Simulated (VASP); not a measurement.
# Ni (Fm-3m) in VASP: a series of runs

The runs below take Ni through single point, with LDA.

Program: VASP 6.6.1. These are calculated values, not measurements. Logs are shortened: lines on timing, memory, paths and dates and some standing lists are left out, and cuts for length are marked.

## 1. The cell of the first run

The structure is cubic, space group Fm-3m (No. 225). The conventional cell has a = 3.421 Å, b = 3.421 Å, c = 3.421 Å, α = 90.00°, β = 90.00°, γ = 90.00°. Within 3.2 Å of Ni (site symmetry m-3m) lie 12 Ni at 2.42 Å.

## 2. Single point, LDA

The input, INCAR:

```
SYSTEM = Ni
PREC = Accurate ; ENCUT = 600
EDIFF = 1E-6 ; ISMEAR = -1
SIGMA = 0.3 ; LREAL = .FALSE.
LASPH = .TRUE. ; NELM = 120
ALGO = Normal ; ISIF = 2
LWAVE = .FALSE. ; LCHARG = .FALSE.
GGA = CA ; NBANDS = 11
GGA_COMPAT = .FALSE.
```

The input, KPOINTS:

```
Automatic mesh
0
G
  16 16 16
  0 0 0
```

The input, POSCAR:

```
Ni
1.0
    0.0000000000      1.7104399105      1.7104399105
    1.7104399105      0.0000000000      1.7104399105
    1.7104399105      1.7104399105      0.0000000000
Ni
1
Direct
    0.0000000000      0.0000000000      0.0000000000
```

Potentials or basis: VASP PAW LDA potentials, release 64 (Ni).

The run is started by

```console
$ cat potpaw_LDA.64/Ni/POTCAR > POTCAR
$ mpirun -np 1 vasp_std > vasp.out
```

OUTCAR:

```text
SYSTEM = Ni
   PREC = Accurate
   ENCUT = 600
   EDIFF = 1E-6
   ISMEAR = -1
   LREAL = .FALSE.
   LASPH = .TRUE.
   NELM = 120
   ISIF = 2
   GGA = CA

 ion  position               nearest neighbor table
   1  0.000  0.000  0.000-

  LATTYP: Found a face centered cubic cell.
 ALAT       =     3.4208798210

  Lattice vectors:

 A1 = (   0.0000000000,   1.7104399105,   1.7104399105)
 A2 = (   1.7104399105,   0.0000000000,   1.7104399105)
 A3 = (   1.7104399105,   1.7104399105,   0.0000000000)

Analysis of symmetry for initial positions (statically):
=====================================================================
 Subroutine PRICEL returns:
 Original cell was already a primitive cell.

 Routine SETGRP: Setting up the symmetry group for a
 face centered cubic supercell.

 Subroutine GETGRP returns: Found 48 space group operations
 (whereof 48 operations were pure point group operations)
 out of a pool of 48 trial point group operations.

The static configuration has the point symmetry O_h .

Analysis of symmetry for dynamics (positions and initial velocities):
=====================================================================
 Subroutine PRICEL returns:
 Original cell was already a primitive cell.

 Routine SETGRP: Setting up the symmetry group for a
 face centered cubic supercell.

 Subroutine GETGRP returns: Found 48 space group operations
 (whereof 48 operations were pure point group operations)
 out of a pool of 48 trial point group operations.

The dynamic configuration has the point symmetry O_h .

 Subroutine INISYM returns: Found 48 space group operations
 (whereof 48 operations are pure point group operations),
 and found     1 'primitive' translations

----------------------------------------------------------------------------------------

                                     Primitive cell

  volume of cell :      10.0081

  direct lattice vectors                    reciprocal lattice vectors
     0.000000000  1.710439911  1.710439911    -0.292322459  0.292322459  0.292322459
     1.710439911  0.000000000  1.710439911     0.292322459 -0.292322459  0.292322459
     1.710439911  1.710439911  0.000000000     0.292322459  0.292322459 -0.292322459

  length of vectors
     2.418927319  2.418927319  2.418927319     0.506317351  0.506317351  0.506317351

  position of ions in fractional coordinates (direct lattice)
     0.000000000  0.000000000  0.000000000

  ion indices of the primitive-cell ions
   primitive index   ion index
                 1           1

----------------------------------------------------------------------------------------

 KPOINTS: Automatic mesh

Automatic generation of k-mesh.
 Grid dimensions read from file:
 generate k-points for:   16   16   16

 Generating k-lattice:

  Cartesian coordinates                     Fractional coordinates (reciprocal lattice)
    -0.018270154  0.018270154  0.018270154     0.062500000  0.000000000  0.000000000
     0.018270154 -0.018270154  0.018270154     0.000000000  0.062500000  0.000000000
     0.018270154  0.018270154 -0.018270154     0.000000000  0.000000000  0.062500000

  Length of vectors
     0.031644834  0.031644834  0.031644834

  Shift w.r.t. Gamma in fractional coordinates (k-lattice)
     0.000000000  0.000000000  0.000000000

 Subroutine IBZKPT returns following result:
 ===========================================

 Found    145 irreducible k-points:

 Following reciprocal coordinates:
            Coordinates               Weight
  0.000000  0.000000  0.000000      1.000000
  0.062500  0.000000  0.000000      8.000000
  0.125000  0.000000  0.000000      8.000000
  0.187500  0.000000  0.000000      8.000000
  0.250000  0.000000  0.000000      8.000000
  0.312500  0.000000  0.000000      8.000000
[... 16 lines left out ...]
 -0.125000  0.062500  0.000000     24.000000
 -0.062500  0.062500  0.000000     12.000000
 [... further k-points ...]
   k-points           NKPTS =    145   k-points in BZ     NKDIM =    145   number of bands    NBANDS=     11
   number of dos      NEDOS =    301   number of ions     NIONS =      1
   total plane-waves  NPLWV =   8000
   dimension x,y,z NGX =    20 NGY =   20 NGZ =   20
   dimension x,y,z NGXF=    40 NGYF=   40 NGZF=   40
   ions per type =               1
   NGX,Y,Z   is equivalent  to a cutoff of  13.75, 13.75, 13.75 a.u.
   NGXF,Y,Z  is equivalent  to a cutoff of  27.49, 27.49, 27.49 a.u.
 SYSTEM =  Ni
   PREC   = accura    normal or accurate (medium, high low for compatibility)
   ISTART =      0    job   : 0-new  1-cont  2-samecut
   ICHARG =      2    charge: 1-file 2-atom 10-const
   ISPIN  =      1    spin polarized calculation?
   LNONCOLLINEAR =      F non collinear calculations
   LSORBIT =      F    spin-orbit coupling
   LASPH  =      T    aspherical Exc in radial PAW
   ENCUT  =  600.0 eV  44.10 Ry    6.64 a.u.   4.83  4.83  4.83*2*pi/ulx,y,z
   NELM   =    120;   NELMIN=  2; NELMDL= -5     # of ELM steps
   EDIFF  = 0.1E-05   stopping-criterion for ELM
   LREAL  =      F    real-space projection
   EDIFFG = 0.1E-04   stopping-criterion for IOM
   NSW    =      0    number of steps for IOM
   IBRION =     -1    ionic relax: 0-MD 1-quasi-New 2-CG
   NFREE  =      0    steps in history (QN), initial steepest desc. (CG)
   ISIF   =      2    stress and relaxation
   ISYM   =      2    0-nonsym 1-usesym 2-fastsym
   POTIM  = 0.5000    time-step for ionic-motion
   TEBEG  =    0.0;   TEEND  =   0.0 temperature during run
   PSTRESS=    0.0 pullay stress
   NELECT =      10.0000    total number of electrons
   NUPDOWN=      -1.0000    fix difference up-down
   EMIN   =  10.00;   EMAX   =-10.00  energy-range for DOS
   EFERMI =   0.00;   METHOD = LEGACY
   ISMEAR =    -1;   SIGMA  =   0.30  broadening in eV -4-tet -1-fermi 0-gaus
   EFERMI_NEDOS =   21; number of points for ismear=-14 and -15
   IALGO  =     38    algorithm
   IMIX   =      4    mixing-type and parameters
     AMIX     =   0.40;   BMIX     =  1.00
     AMIX_MAG =   1.60;   BMIX_MAG =  1.00
  volume/ion in A,a.u.               =      10.01        67.54
  Fermi-wavevector in a.u.,A,eV,Ry     =   1.636655  3.092829 36.445082  2.678638
  Thomas-Fermi vector in A             =   2.727925
   LORBIT       =      0    0 simple, 1 ext, 2 COOP (PROOUT), +10 PAW based schemes
   GGA     = CA    functional components
   LHFCALC =     F    Hartree Fock is set to
   AEXX    =    0.0000 exact exchange contribution
   IVDW    =     0    specifies the selected vdW correction
   LEPSILON=     F    determine dielectric tensor
   LRPA    =     F    only Hartree local field effects (RPA)
 non-spin polarized calculation
  energy-cutoff  :      600.00
  volume of cell :       10.01
 maximum number of plane-waves:       343
   NGX =  9   NGY =  9   NGZ =  9

 number of electron      10.0000000 magnetization

 number of electron       9.9999994 magnetization

 Free energy of the ion-electron system (eV)
  ---------------------------------------------------
  ext. energy  EPLUGINS =         0.00000000
  ---------------------------------------------------
  free energy    TOTEN  =        -6.82608071 eV

  energy without entropy =       -6.38266147  energy(sigma->0) =       -6.60437109

 E-fermi :  10.3098     XC(G=0): -14.1170

 val. band max:       10.2789935306   @ k =   0.5000   0.4375   0.0000
 cond. band min:      10.3177815831   @ k =   0.5000   0.5000   0.0000
 fundamental gap:      0.0387880525
 Fermi energy:        10.3098055065

 k-point     1 :       0.0000    0.0000    0.0000
  band No.  band energies     occupation
      1       0.7162      2.00000
      2       8.0096      1.99906
      3       8.0096      1.99906
      4       8.0096      1.99906
      5       9.2729      1.93885
      6       9.2729      1.93885
      7      34.7466      0.00000
      8      39.1942      0.00000
      9      39.1942      0.00000
     10      39.1942      0.00000
     11      42.5365      0.00000

 k-point     2 :       0.0625    0.0000    0.0000
  band No.  band energies     occupation
      1       0.8790      2.00000
      2       7.9616      1.99920
      3       8.0490      1.99893
      4       8.0490      1.99893
      5       9.2555      1.94219
      6       9.2555      1.94219
      7      34.3350      0.00000
      8      37.3288      0.00000
      9      38.8806      0.00000
     10      38.8806      0.00000
     11      43.0143      0.00000

 k-point     3 :       0.1250    0.0000    0.0000
  band No.  band energies     occupation
      1       1.3578      2.00000
      2       7.8347      1.99948
      3       8.1471      1.99852
      4       8.1471      1.99852
      5       9.2234      1.94790
      6       9.2234      1.94790
      7      32.1653      0.00000
      8      35.9999      0.00000
      9      38.2689      0.00000
     10      38.2689      0.00000
     11      43.4756      0.00000

 k-point     4 :       0.1875    0.0000    0.0000
  band No.  band energies     occupation
      1       2.1185      2.00000
      2       7.6804      1.99969
      3       8.2377      1.99800
      4       8.2377      1.99800
      5       9.2404      1.94494
      6       9.2404      1.94494
      7      28.9503      0.00000
      8      35.5185      0.00000
      9      37.6760      0.00000
     10      37.6760      0.00000
     11      43.4922      0.00000

 k-point     5 :       0.2500    0.0000    0.0000
  band No.  band energies     occupation
      1       3.0823      2.00000
      2       7.5918      1.99977
      3       8.2418      1.99797
      4       8.2418      1.99797
      5       9.3778      1.91433
      6       9.3778      1.91433
      7      25.6991      0.00000
      8      34.9651      0.00000
      9      37.1911      0.00000
     10      37.1911      0.00000
     11      42.8693      0.00000
[... 211 lines left out ...]
 k-point    21 :      -0.2500    0.0625    0.0000
  band No.  band energies     occupation
      1       3.5471      2.00000
      2       7.5265      1.99981
      3       8.1983      1.99825
      4       8.2843      1.99766
      5       9.2605      1.94125
      6       9.7040      1.76562
      7      24.7524      0.00000
      8      32.8719      0.00000
      9      36.6227      0.00000
     10      39.4012      0.00000
     11      40.7388      0.00000

 k-point    22 :      -0.1875    0.0625    0.0000
  band No.  band energies     occupation
      1       2.5551      2.00000
      2       7.5761      1.99978
      3       8.2557      1.99788
      4       8.3134      1.99743
      5       9.0876      1.96655
      6       9.4658      1.88677
      7      27.9591      0.00000
      8      33.3481      0.00000
      9      37.3943      0.00000
     10      39.7311      0.00000
     11      41.6347      0.00000

 k-point    23 :      -0.1250    0.0625    0.0000
  band No.  band energies     occupation
      1       1.7210      2.00000
      2       7.7263      1.99964
      3       8.2203      1.99811
      4       8.2231      1.99810
      5       9.0874      1.96657
      6       9.3374      1.92473
      7      31.2121      0.00000
      8      34.0245      0.00000
      9      37.7588      0.00000
     10      39.9761      0.00000
     11      41.8587      0.00000

 k-point    24 :      -0.0625    0.0625    0.0000
  band No.  band energies     occupation
      1       1.1472      2.00000
      2       7.8749      1.99940
      3       8.1063      1.99871
      4       8.1255      1.99862
      5       9.1730      1.95578
      6       9.2904      1.93529
      7      33.6045      0.00000
      8      35.5541      0.00000
      9      37.8400      0.00000
     10      39.8046      0.00000
     11      42.5973      0.00000

 [... further k-points ...]
[... 5 lines left out ...]
  --------------------------------------------------------------------------------------
  -------------------------------------------------------------------------------------
  Total        0.1704162      0.1704162      0.1704162      0.0000000      0.0000000     -0.0000000
  in kB       27.2814851     27.2814851     27.2814851      0.0000000      0.0000000     -0.0000000
  external PRESSURE =      27.2814851 kB  Pullay stress =       0.0000000 kB

 VOLUME and BASIS-vectors are now :
 -----------------------------------------------------------------------------
  energy-cutoff  :      600.00
  volume of cell :       10.01
      direct lattice vectors                 reciprocal lattice vectors
     0.000000000  1.710439911  1.710439911    -0.292322459  0.292322459  0.292322459
     1.710439911  0.000000000  1.710439911     0.292322459 -0.292322459  0.292322459
     1.710439911  1.710439911  0.000000000     0.292322459  0.292322459 -0.292322459

 POSITION                                       TOTAL-FORCE (eV/Angst)
 -----------------------------------------------------------------------------------
      0.00000      0.00000      0.00000        -0.000000      0.000000      0.000000
 -----------------------------------------------------------------------------------
    total drift:                                0.000000      0.000000      0.000000

  FREE ENERGIE OF THE ION-ELECTRON SYSTEM (eV)
  ---------------------------------------------------
  free  energy   TOTEN  =        -6.8260807082 eV

  energy  without entropy=       -6.3826614663  energy(sigma->0) =       -6.60437109
```

Wall time 27 s (1 thread of Intel Xeon 8259CL, shared host); peak memory 0.13 GiB.

What came out:

| Item | Value |
| --- | --- |
| Free energy | -6.8261 eV |
| Pressure | 2.7 GPa |
| Band gap on the k mesh | zero (band 5 reaches 10.32 eV, above the bottom of band 6 at 9.22 eV) |

Levels at points of the mesh, in eV from the Fermi level:
```
           k point  band 2  band 3  band 4  band 5  band 6  band 7  band 8  band 9
(0.00, 0.00, 0.00)   -2.30   -2.30   -2.30   -1.04   -1.04   24.44   28.88   28.88
(0.50, 0.00, 0.00)   -2.35   -2.35   -0.43   -0.20   -0.20    6.50   22.91   26.07
(0.50, 0.50, 0.00)   -4.37   -0.21    0.01    0.01    2.50   10.15   15.56   15.56
```

Caveat: the run has no spin polarisation, though such a crystal can be magnetic. Spin polarisation is off, so any magnetic state and its effect on volume and gap are missing.

## 3. Single point, LDA

The input, INCAR:

```
ALGO = Normal
EDIFF = 1E-6
ENCUT = 600
GGA_COMPAT = F
ISIF = 2
ISMEAR = -1
LASPH = T
LCHARG = F
LREAL = F
LWAVE = F
NBANDS = 11
NELM = 120
PREC = Accurate
SIGMA = 0.6
```

The input, KPOINTS:

```
k-points
0
Gamma
  16 16 16
```

POSCAR is that of step 2.

Potentials or basis: VASP PAW LDA potentials, release 64 (Ni).

The run is started by

```console
$ cat potpaw_LDA.64/Ni/POTCAR > POTCAR
$ mpirun -np 1 vasp_std > vasp.out
```

Run time: 27 s. Hardware: 1 thread of Intel Xeon 8259CL, shared host; peak memory 0.13 GiB.

It converged, with:

```
Free energy            : -7.3864 eV
Pressure               : 9.8 GPa
Band gap on the k mesh : zero (band 5 reaches 10.29 eV, above the bottom of band 6 at 9.19 eV)
```

Levels at points of the mesh, in eV from the Fermi level:
| k point | band 1 | band 2 | band 3 | band 4 | band 5 | band 6 | band 7 | band 8 | band 9 | band 10 |
| --- | --- | --- | --- | --- | --- | --- | --- | --- | --- | --- |
| (0.00, 0.00, 0.00) | -9.90 | -2.64 | -2.64 | -2.64 | -1.39 | -1.39 | 24.13 | 28.57 | 28.57 | 28.57 |
| (0.50, 0.00, 0.00) | -5.44 | -2.69 | -2.69 | -0.74 | -0.54 | -0.54 | 6.17 | 22.60 | 25.75 | 25.75 |
| (0.50, 0.50, 0.00) | -5.34 | -4.71 | -0.56 | -0.33 | -0.33 | 2.19 | 9.82 | 15.25 | 15.25 | 20.67 |

Caveat: the run has no spin polarisation, though such a crystal can be magnetic. Spin polarisation is off, so any magnetic state and its effect on volume and gap are missing.

## 4. Single point, LDA, collinear spin, ferromagnetic start (volume scaled by 1.04)

The input, INCAR:

```
  PREC = Accurate
  ENCUT = 520
  EDIFF = 1E-6
  ISMEAR = -1
  SIGMA = 0.05
  LREAL = F
  LASPH = T
  NELM = 150
  ALGO = Normal
  ISIF = 2
  LWAVE = F
  LCHARG = F
  ISPIN = 2
  MAGMOM = 0.607
  LORBIT = 11
  LMAXMIX = 4
  NBANDS = 15
```

The input, KPOINTS:

```
Automatic mesh
0
Gamma
  26 26 26
```

The input, POSCAR:

```
Ni
1.0
    0.0000000000      1.7349991894      1.7349991894
    1.7349991894      0.0000000000      1.7349991894
    1.7349991894      1.7349991894      0.0000000000
Ni
1
Direct
    0.0000000000      0.0000000000      0.0000000000
```

The run is started by

```console
$ cat potpaw_LDA.64/Ni/POTCAR > POTCAR
$ mpirun -np 1 vasp_std > vasp.out
```

It took 60 s on 1 thread of Intel Xeon 6975P-C (Granite Rapids), shared host; peak memory 0.22 GiB.

The run converged. Its results:

```
Free energy                                           : -6.5739 eV
Pressure                                              : -9.4 GPa
Net moment                                            : 0.57 μB per cell
Site moments                                          : Ni +0.58 μB
Valence electrons inside the program's atomic spheres : Ni 9.39
```

Levels at points of the mesh, in eV from the Fermi level:
Spin up:
| k point | band 3 | band 4 | band 5 | band 6 | band 7 | band 8 |
| --- | --- | --- | --- | --- | --- | --- |
| (0.00, 0.00, 0.00) | -2.43 | -2.43 | -1.21 | -1.21 | 24.13 | 28.21 |
| (0.50, 0.00, 0.00) | -2.44 | -0.48 | -0.48 | -0.32 | 6.03 | 22.63 |
| (0.50, 0.50, 0.00) | -0.45 | -0.31 | -0.31 | 2.48 | 9.66 | 15.16 |
Spin down:
```csv
k point,band 3,band 4,band 5,band 6,band 7,band 8
"(0.00, 0.00, 0.00)",-1.85,-1.85,-0.67,-0.67,24.12,28.25
"(0.50, 0.00, 0.00)",-1.91,-0.29,0.15,0.15,6.39,22.61
"(0.50, 0.50, 0.00)",0.12,0.36,0.36,2.53,9.93,15.23
```

## 5. Summary

| spin | cell | k mesh | cutoff (eV) | smearing | gap on the mesh (eV) | pressure (GPa) |
| --- | --- | --- | --- | --- | --- | --- |
| off | a = 2.419 Å, angles 60.0°, 1 atom | 16 × 16 × 16 | 600 | fermi-dirac 0.3 eV | none | 2.7 |
| off | a = 2.419 Å, angles 60.0°, 1 atom | 16 × 16 × 16 | 600 | fermi-dirac 0.6 eV | none | 9.8 |
| collinear, ferromagnetic start | a = 2.454 Å, angles 60.0°, 1 atom | 26 × 26 × 26 | 520 | fermi-dirac 0.05 eV | none | -9.4 |

Alike in all rows: task single point; level LDA; potentials or basis VASP PAW LDA potentials, release 64 (Ni).

Absolute energies hang on the potentials; compare differences alone.
